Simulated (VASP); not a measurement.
A run of VASP 6.6.1 is set up as follows.

File INCAR:

```
SYSTEM = AgCl
  PREC = Accurate
  ENCUT = 520
  EDIFF = 1E-6
  ISMEAR = 0
  SIGMA = 0.05
  LREAL = .FALSE.
  LASPH = .TRUE.
  NELM = 80
  ALGO = Normal
  ISIF = 2
  LWAVE = .FALSE.
  LCHARG = .TRUE.
  GGA = PE
  LELF = .TRUE.
  LVHAR = .TRUE.
  NBANDS = 46
```

File KPOINTS:

```
regular mesh
0
G
  7 7 3
  0 0 0
```

Contents of POSCAR:

```
AgCl
1.0
   -3.9643020236      0.0000000000     -0.1970743489
    0.0000000000     -3.9680551249      0.0000000000
   -0.9458916189      0.0000000000     11.1905117529
Ag Cl
4 4
Direct
    0.6621330959      0.7500000000      0.8751935818
    0.7121330959      0.7500000000      0.3751935818
    0.2378669041      0.2500000000      0.1248064182
    0.1878669041      0.2500000000      0.6248064182
    0.1625688153      0.2500000000      0.8748551066
    0.2125688153      0.2500000000      0.3748551066
    0.7374311847      0.7500000000      0.1251448934
    0.6874311847      0.7500000000      0.6251448934
```

Potentials or basis: VASP PAW PBE potentials, release 64 (Ag, Cl).

Command:

```bash
$ cat potpaw_PBE.64/Ag/POTCAR potpaw_PBE.64/Cl/POTCAR > POTCAR
$ mpirun -np 1 vasp_std > vasp.out
```

(1) Predict the pressure.

(2) Predict the largest force.

(3) Estimate the band gap on the k mesh.

Results:

(1) -0.2 GPa.

(2) 0.081 eV/Å.

(3) 0.94 eV (least direct gap 2.18 eV).

Caveat: the cell differs from its parent crystal (the part above a cut slid along it).
